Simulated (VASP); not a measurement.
# Mg in VASP: further runs

Aim: see how the results for Mg move with the level of theory and the settings. Levels: PBEsol, r2SCAN. Tasks: single point.

Program: VASP 6.6.1. These are calculated values, not measurements. Logs are shortened: lines on timing, memory, paths and dates and some standing lists are left out, and cuts for length are marked.

## 1. The cell of the first run

The typed cell holds 1 atom: a = 3.027 Å, b = 3.026 Å, c = 3.023 Å, α = 90.69°, β = 89.42°, γ = 120.01°.

## 2. Single point, PBEsol (the cell strained at random)

INCAR reads:

```
  PREC = Accurate
  ENCUT = 520
  EDIFF = 1E-6
  ISMEAR = 0
  SIGMA = 0.1
  LREAL = F
  LASPH = T
  NELM = 100
  ALGO = Fast
  ISIF = 2
  LWAVE = F
  LCHARG = F
  GGA = PS
  NBANDS = 7
```

KPOINTS reads:

```
regular mesh
0
Gamma
  14 14 12
```

POSCAR reads:

```
Mg
1.0
    3.0274530550      0.0002440240      0.0152514990
   -1.5135151966      2.6199329292     -0.0182187143
    0.0152241878     -0.0122097987      3.0230974298
Mg
1
Direct
    0.0000000000      0.0000000000      0.0000000000
```

Potentials or basis: VASP PAW PBE potentials, release 64 (Mg).

Launch:

```bash
$ cat potpaw_PBE.64/Mg/POTCAR > POTCAR
$ mpirun -np 1 vasp_std > vasp.out
```

OUTCAR:

```text
PREC = Accurate
   ENCUT = 520
   EDIFF = 1E-6
   ISMEAR = 0
   LREAL = F
   LASPH = T
   NELM = 100
   ISIF = 2
   GGA = PS

 ion  position               nearest neighbor table
   1  0.000  0.000  0.000-

  LATTYP: Found a triclinic cell.
 ALAT       =     3.0257410209
 B/A-ratio  =     2.0111091343
 C/A-ratio  =     1.0001220656
 COS(alpha) =     0.0003973895
 COS(beta)  =     0.4994824133
 COS(gamma) =     0.7520643809

  Lattice vectors:

 A1 = (   1.5135151966,  -2.6199329292,   0.0182187143)
 A2 = (   4.5561924394,  -2.6318987039,   3.0565676431)
 A3 = (  -1.5139378584,  -2.6201769532,   0.0029672153)

Analysis of symmetry for initial positions (statically):
=====================================================================
 Subroutine PRICEL returns:
 Original cell was already a primitive cell.

 Routine SETGRP: Setting up the symmetry group for a
 triclinic supercell.

 Subroutine GETGRP returns: Found  2 space group operations
 (whereof  2 operations were pure point group operations)
 out of a pool of  2 trial point group operations.

The static configuration has the point symmetry S_2 .

Analysis of symmetry for dynamics (positions and initial velocities):
=====================================================================
 Subroutine PRICEL returns:
 Original cell was already a primitive cell.

 Routine SETGRP: Setting up the symmetry group for a
 triclinic supercell.

 Subroutine GETGRP returns: Found  2 space group operations
 (whereof  2 operations were pure point group operations)
 out of a pool of  2 trial point group operations.

The dynamic configuration has the point symmetry S_2 .

 Subroutine INISYM returns: Found  2 space group operations
 (whereof  2 operations are pure point group operations),
 and found     1 'primitive' translations

----------------------------------------------------------------------------------------

                                     Primitive cell

  volume of cell :      23.9785

  direct lattice vectors                    reciprocal lattice vectors
     3.027453055  0.000244024  0.015251499     0.330299772  0.190805442 -0.000892743
    -1.513515197  2.619932929 -0.018218714    -0.000038531  0.381677622  0.001541728
     0.015224188 -0.012209799  3.023097430    -0.001666592  0.001337571  0.330800355

  length of vectors
     3.027491481  3.025741021  3.023160420     0.381451770  0.381680738  0.330807258

  position of ions in fractional coordinates (direct lattice)
     0.000000000  0.000000000  0.000000000

  ion indices of the primitive-cell ions
   primitive index   ion index
                 1           1

----------------------------------------------------------------------------------------

 KPOINTS: regular mesh

Automatic generation of k-mesh.
 Grid dimensions read from file:
 generate k-points for:   14   14   12

 Generating k-lattice:

  Cartesian coordinates                     Fractional coordinates (reciprocal lattice)
     0.023592841  0.013628960 -0.000063767     0.071428571 -0.000000000  0.000000000
    -0.000002752  0.027262687  0.000110123     0.000000000  0.071428571  0.000000000
    -0.000138883  0.000111464  0.027566696     0.000000000  0.000000000  0.083333333

  Length of vectors
     0.027246555  0.027262910  0.027567271

  Shift w.r.t. Gamma in fractional coordinates (k-lattice)
     0.000000000  0.000000000  0.000000000

 Subroutine IBZKPT returns following result:
 ===========================================

 Found   1180 irreducible k-points:

 Following reciprocal coordinates:
            Coordinates               Weight
  0.000000  0.000000  0.000000      1.000000
  0.071429  0.000000 -0.000000      2.000000
  0.142857 -0.000000 -0.000000      2.000000
  0.214286 -0.000000  0.000000      2.000000
  0.285714 -0.000000  0.000000      2.000000
  0.357143 -0.000000 -0.000000      2.000000
[... 16 lines left out ...]
 -0.000000  0.142857 -0.000000      2.000000
  0.071429  0.142857 -0.000000      2.000000
 [... further k-points ...]
   k-points           NKPTS =   1180   k-points in BZ     NKDIM =   1180   number of bands    NBANDS=      7
   number of dos      NEDOS =    301   number of ions     NIONS =      1
   total plane-waves  NPLWV =  13824
   dimension x,y,z NGX =    24 NGY =   24 NGZ =   24
   dimension x,y,z NGXF=    48 NGYF=   48 NGZF=   48
   ions per type =               1
   NGX,Y,Z   is equivalent  to a cutoff of  13.18, 13.19, 13.20 a.u.
   NGXF,Y,Z  is equivalent  to a cutoff of  26.36, 26.37, 26.40 a.u.
 SYSTEM =  unknown system
   PREC   = accura    normal or accurate (medium, high low for compatibility)
   ISTART =      0    job   : 0-new  1-cont  2-samecut
   ICHARG =      2    charge: 1-file 2-atom 10-const
   ISPIN  =      1    spin polarized calculation?
   LNONCOLLINEAR =      F non collinear calculations
   LSORBIT =      F    spin-orbit coupling
   LASPH  =      T    aspherical Exc in radial PAW
   ENCUT  =  520.0 eV  38.22 Ry    6.18 a.u.   5.63  5.63  5.62*2*pi/ulx,y,z
   NELM   =    100;   NELMIN=  2; NELMDL= -5     # of ELM steps
   EDIFF  = 0.1E-05   stopping-criterion for ELM
   LREAL  =      F    real-space projection
   EDIFFG = 0.1E-04   stopping-criterion for IOM
   NSW    =      0    number of steps for IOM
   IBRION =     -1    ionic relax: 0-MD 1-quasi-New 2-CG
   NFREE  =      0    steps in history (QN), initial steepest desc. (CG)
   ISIF   =      2    stress and relaxation
   ISYM   =      2    0-nonsym 1-usesym 2-fastsym
   POTIM  = 0.5000    time-step for ionic-motion
   TEBEG  =    0.0;   TEEND  =   0.0 temperature during run
   PSTRESS=    0.0 pullay stress
   NELECT =       2.0000    total number of electrons
   NUPDOWN=      -1.0000    fix difference up-down
   EMIN   =  10.00;   EMAX   =-10.00  energy-range for DOS
   EFERMI =   0.00;   METHOD = LEGACY
   ISMEAR =     0;   SIGMA  =   0.10  broadening in eV -4-tet -1-fermi 0-gaus
   EFERMI_NEDOS =   21; number of points for ismear=-14 and -15
   IALGO  =     68    algorithm
   IMIX   =      4    mixing-type and parameters
     AMIX     =   0.40;   BMIX     =  1.00
     AMIX_MAG =   1.60;   BMIX_MAG =  1.00
  volume/ion in A,a.u.               =      23.98       161.81
  Fermi-wavevector in a.u.,A,eV,Ry     =   0.715282  1.351688  6.961134  0.511629
  Thomas-Fermi vector in A             =   1.803403
   LORBIT       =      0    0 simple, 1 ext, 2 COOP (PROOUT), +10 PAW based schemes
   GGA     = PS    functional components
   LHFCALC =     F    Hartree Fock is set to
   AEXX    =    0.0000 exact exchange contribution
   IVDW    =     0    specifies the selected vdW correction
   LEPSILON=     F    determine dielectric tensor
   LRPA    =     F    only Hartree local field effects (RPA)
 non-spin polarized calculation
 RMM-DIIS sequential band-by-band and
 Gauss-broadening in eV      SIGMA  =   0.10
  energy-cutoff  :      520.00
  volume of cell :       23.98
 maximum number of plane-waves:       661
   NGX = 11   NGY = 11   NGZ = 11

 number of electron       2.0000000 magnetization

 Free energy of the ion-electron system (eV)
  ---------------------------------------------------
  ext. energy  EPLUGINS =         0.00000000
  ---------------------------------------------------
  free energy    TOTEN  =        -1.48150888 eV

  energy without entropy =       -1.47894299  energy(sigma->0) =       -1.48022594

 E-fermi :   2.3843     XC(G=0):  -8.3803

 val. band max:        2.3832244487   @ k =  -0.2857   0.2143   0.4167
 cond. band min:       2.3857923727   @ k =   0.5000   0.2143   0.4167
 fundamental gap:      0.0025679241
 Fermi energy:         2.3843337259

 k-point     1 :       0.0000    0.0000    0.0000
  band No.  band energies     occupation
      1      -4.3984      2.00000
      2      10.4072      0.00000
      3      11.2069      0.00000
      4      15.0326      0.00000
      5      15.0508      0.00000
      6      16.2473      0.00000
      7      16.2612      0.00000

 k-point     2 :       0.0714    0.0000   -0.0000
  band No.  band energies     occupation
      1      -4.2864      2.00000
      2      10.3913      0.00000
      3      11.2994      0.00000
      4      13.3630      0.00000
      5      14.3144      0.00000
      6      16.1379      0.00000
      7      17.1829      0.00000

 k-point     3 :       0.1429   -0.0000   -0.0000
  band No.  band energies     occupation
      1      -3.9513      2.00000
      2       9.9919      0.00000
      3      11.5178      0.00000
      4      11.5794      0.00000
      5      13.3625      0.00000
      6      15.5689      0.00000
      7      18.7011      0.00000

 k-point     4 :       0.2143   -0.0000    0.0000
  band No.  band energies     occupation
      1      -3.3953      2.00000
      2       8.2701      0.00000
      3      11.0694      0.00000
      4      12.0402      0.00000
      5      12.5565      0.00000
      6      15.1879      0.00000
      7      20.4421      0.00000

 k-point     5 :       0.2857   -0.0000    0.0000
  band No.  band energies     occupation
      1      -2.6227      2.00000
      2       6.2383      0.00000
      3      10.9788      0.00000
      4      11.9250      0.00000
      5      12.6885      0.00000
      6      15.2367      0.00000
      7      20.6159      0.00000
[... 161 lines left out ...]
 k-point    22 :      -0.0714    0.0714    0.0000
  band No.  band energies     occupation
      1      -4.2864      2.00000
      2      10.3908      0.00000
      3      11.3001      0.00000
      4      13.3679      0.00000
      5      14.3096      0.00000
      6      16.1362      0.00000
      7      17.1795      0.00000

 k-point    23 :      -0.0000    0.1429   -0.0000
  band No.  band energies     occupation
      1      -3.9507      2.00000
      2       9.9999      0.00000
      3      11.5187      0.00000
      4      11.5852      0.00000
      5      13.3456      0.00000
      6      15.5610      0.00000
      7      18.6919      0.00000

 k-point    24 :       0.0714    0.1429   -0.0000
  band No.  band energies     occupation
      1      -3.6166      2.00000
      2       9.3326      0.00000
      3      10.4385      0.00000
      4      11.8549      0.00000
      5      12.8267      0.00000
      6      16.2890      0.00000
      7      18.5730      0.00000

 [... further k-points ...]
[... 5 lines left out ...]
  --------------------------------------------------------------------------------------
  -------------------------------------------------------------------------------------
  Total        0.2274873      0.2333519      0.1466200     -0.0006240     -0.0313558      0.0391146
  in kB       15.2000800     15.5919376      9.7967508     -0.0416922     -2.0951116      2.6135292
  external PRESSURE =      13.5295895 kB  Pullay stress =       0.0000000 kB

 VOLUME and BASIS-vectors are now :
 -----------------------------------------------------------------------------
  energy-cutoff  :      520.00
  volume of cell :       23.98
      direct lattice vectors                 reciprocal lattice vectors
     3.027453055  0.000244024  0.015251499     0.330299772  0.190805442 -0.000892743
    -1.513515197  2.619932929 -0.018218714    -0.000038531  0.381677622  0.001541728
     0.015224188 -0.012209799  3.023097430    -0.001666592  0.001337571  0.330800355

 POSITION                                       TOTAL-FORCE (eV/Angst)
 -----------------------------------------------------------------------------------
      0.00000      0.00000      0.00000        -0.000000     -0.000000      0.000000
 -----------------------------------------------------------------------------------
    total drift:                                0.000000      0.000000      0.000000

  FREE ENERGIE OF THE ION-ELECTRON SYSTEM (eV)
  ---------------------------------------------------
  free  energy   TOTEN  =        -1.4815088802 eV

  energy  without entropy=       -1.4789429948  energy(sigma->0) =       -1.48022594
```

Run time: 53 s. Hardware: 1 thread of Intel Xeon 8259CL, shared host; peak memory 0.32 GiB.

What came out:

```
Free energy            : -1.4815 eV
Pressure               : 1.4 GPa
Band gap on the k mesh : zero (bands 1 and 2 overlap by 5.09 eV)
```

Caveat: the cell differs from its parent crystal (the cell strained at random); the PAW data sets were made with another functional, which shifts forces and pressure a little.

## 3. Single point, PBEsol (strained)

INCAR reads:

```
ALGO = Fast ; EDIFF = 1E-7
ENCUT = 520 ; GGA = PS
ISIF = 2 ; ISMEAR = 0
LASPH = True ; LCHARG = False
LREAL = False ; LWAVE = False
NBANDS = 7 ; NELM = 60
PREC = Accurate ; SIGMA = 0.1
```

KPOINTS reads:

```
k-points
0
Gamma
  14 14 12
```

POSCAR reads:

```
Mg
1.0
    3.1017583581      0.0610059960     -0.0277577282
   -1.4980464368      2.5946767192      0.0554846487
   -0.0277080219      0.0479561917      3.0741289074
Mg
1
Direct
    0.0000000000      0.0000000000      0.0000000000
```

Potentials or basis: VASP PAW PBE potentials, release 64 (Mg).

Launch:

```bash
$ cat potpaw_PBE.64/Mg/POTCAR > POTCAR
$ mpirun -np 1 vasp_std > vasp.out
```

Run time: 36 s. Hardware: 1 thread of Intel Xeon 8259CL, shared host; peak memory 0.23 GiB.

It converged, with:

| Item | Value |
| --- | --- |
| Free energy | -1.4832 eV |
| Pressure | 0.1 GPa |
| Band gap on the k mesh | zero (bands 1 and 2 overlap by 4.87 eV) |

Stress tensor (GPa, compression positive):
```
-0.27 -1.03 -0.29
-1.03  0.91  0.50
-0.29  0.50 -0.43
```

Levels at points of the mesh, in eV from the Fermi level:
| k point | band 1 | band 2 | band 3 | band 4 | band 5 | band 6 |
| --- | --- | --- | --- | --- | --- | --- |
| (0.00, 0.00, 0.00) | -6.56 | 7.88 | 8.53 | 11.90 | 12.82 | 13.08 |
| (0.50, 0.00, 0.00) | -1.70 | -1.45 | 8.65 | 9.31 | 12.59 | 13.12 |
| (0.00, 0.50, 0.00) | -1.45 | -0.97 | 7.97 | 8.18 | 12.70 | 13.32 |
| (0.00, 0.00, 0.50) | -2.98 | -2.32 | 13.99 | 15.08 | 15.66 | 16.09 |
| (0.50, 0.00, 0.50) | 1.29 | 2.09 | 2.68 | 2.87 | 12.26 | 12.72 |
| (0.00, 0.50, 0.50) | 1.45 | 2.61 | 2.85 | 3.39 | 11.23 | 11.84 |

Caveat: the cell differs from its parent crystal (strained); the PAW data sets were made with another functional, which shifts forces and pressure a little.

[end of part 1 of 2]

The gap in the log of VASP goes by the Fermi energy; the results here count the filled bands.